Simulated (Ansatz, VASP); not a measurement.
Two plane-wave programs on AlP

```
Al P
1.0
     0.00000    2.73919    2.73919
     2.73919    0.00000    2.73919
     2.73919    2.73919    0.00000
Al P
1 1
Direct
  0.00000 0.00000 0.00000
  0.25000 0.25000 0.25000
```

Alike in both runs: functional r2SCAN; k mesh 8 × 8 × 8; occupations gaussian, width 0.02 eV; no spin polarisation.

Ansatz relaxed the structure, and its values are those at the end. VASP's run is a single point on that final structure, the one shown.

|  | VASP | Ansatz |
| --- | --- | --- |
| version | VASP 6.6.1 | Ansatz 0.2.0 |
| potentials or method | VASP PAW PBE potentials, release 64 (Al, P), cutoff 550 eV | scalar-relativistic, plane waves, PAW |
| valence electrons in the cell | 8 | 8 |

|  | VASP | Ansatz | Ansatz less VASP |
| --- | --- | --- | --- |
| gap on the k mesh at the Fermi level (eV) | 1.93 | 1.93 | -0.003 |
| least direct gap on the mesh (eV) | 3.91 | 3.90 | -0.006 |
| pressure (GPa) | -0.3 | 0.0 | +0.29 |

VASP's potentials were made for PBE, not for r2SCAN.
